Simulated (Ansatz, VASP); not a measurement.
## Sr3Ni: VASP beside Ansatz

```
Sr Ni
1.0
     5.26930    0.00000    0.00000
     0.00000    5.26930    0.00000
     0.00000    0.00000    5.26930
Sr Ni
3 1
Cartesian
  0.0000 2.6346 2.6346
  2.6346 0.0000 2.6346
  2.6346 2.6346 0.0000
  0.0000 0.0000 0.0000
```

Alike in both runs: task relaxation of cell and atoms; functional PBE; k mesh 10 × 10 × 10; occupations gaussian, width 0.1 eV; no spin polarisation.

|  | VASP | Ansatz |
| --- | --- | --- |
| version | VASP 6.6.1 | Ansatz 0.2.0 |
| potentials or method | VASP PAW PBE potentials, release 64 (Sr_sv, Ni), cutoff 600 eV | scalar-relativistic, plane waves, PAW |
| valence electrons in the cell | 40 | 48 |

|  | VASP | Ansatz | Ansatz less VASP |
| --- | --- | --- | --- |
| gap on the k mesh at the Fermi level, each at its own relaxed structure (eV) | none | none | - |
| relaxed volume (Å³/atom) | 36.58 | 36.58 | 0.000 |
| relaxed cell length with the largest relative difference (Å) | 5.269 | 5.269 | 0.0000 |

A gap of «none» marks a metal or a gap that the smearing closes. VASP's potentials hold 40 valence electrons a cell and Ansatz's 48, so a difference there can come from the potentials and not from the codes.

Noted on VASP's run: the relaxation stopped at its first step, so nothing moved.
